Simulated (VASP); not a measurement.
Write the native input for VASP 6.6.1 that does the following.

- Task: single point
- Functional: PBE
- Potentials or basis: VASP PAW PBE potentials, release 64 (Mg, O)
- Cutoff: 520 eV
- k mesh: 10 × 10 × 6
- Occupations: gaussian, width 0.02 eV
- Spin: no spin polarisation
- Dipole correction: no
- Further INCAR settings: ALGO = Normal; EDIFF = 1e-06; NBANDS = 11

The structure of MgO lies in POSCAR:

```
MgO
1.0
    2.8289785626      0.0000000000      0.0000000000
    0.0000000000      2.8289785626      0.0000000000
    0.0000000000      0.0000000000      5.0378992968
Mg O
1 1
Direct
    0.5000000000      0.5000000000      0.0000000000
    0.0000000000      0.0000000000      0.0000000000
```

These files were run (other wordings do the same):

INCAR

```
PREC = Accurate
ENCUT = 520
EDIFF = 1E-6
ISMEAR = 0
SIGMA = 0.02
LREAL = F
LASPH = T
NELM = 100
ALGO = Normal
ISIF = 2
LWAVE = F
LCHARG = F
GGA = PE
NBANDS = 11
```

KPOINTS

```
Automatic mesh
0
Gamma
  10 10 6
```

Potentials or basis: VASP PAW PBE potentials, release 64 (Mg, O).

Launch:

```console
$ cat potpaw_PBE.64/Mg/POTCAR potpaw_PBE.64/O/POTCAR > POTCAR
$ mpirun -np 1 vasp_std > vasp.out
```

It gave:

The pressure is -0.2 GPa. The band gap on the k mesh is 2.25 eV, indirect (least direct gap 2.50 eV).

Run time: 21 s on 1 thread of AMD EPYC 9R45 96-Core Processor (Zen 5), with other jobs on the host, peak memory 0.15 GiB.
